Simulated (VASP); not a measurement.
A run of VASP 6.6.1:

INCAR

```
SYSTEM = Re
PREC = Accurate
ENCUT = 520
EDIFF = 1E-6
ISMEAR = -1
SIGMA = 0.13605693000000002
LREAL = .FALSE.
LASPH = .TRUE.
NELM = 60
ALGO = Normal
ISIF = 2
LWAVE = .FALSE.
LCHARG = .FALSE.
GGA = CA
NBANDS = 10
```

The input KPOINTS:

```
regular mesh
0
G
  15 15 15
  0 0 0
```

POSCAR

```
Re
1.0
    0.0000000000      1.9295473537      1.9295473537
    1.9295473537      0.0000000000      1.9295473537
    1.9295473537      1.9295473537      0.0000000000
Re
1
Direct
    0.0000000000      0.0000000000      0.0000000000
```

Potentials or basis: VASP PAW LDA potentials, release 64 (Re).

Run with:

```console
$ cat potpaw_LDA.64/Re/POTCAR > POTCAR
$ mpirun -np 1 vasp_std > vasp.out
```

Hardware: 1 thread of Intel Xeon 6975P-C (shared host).

Estimate the wall time of this run.

Wall time 6 s on 1 thread of Intel Xeon 6975P-C, with other jobs on the host, peak memory 0.13 GiB. Counts: scf iterations 11, k points 120.
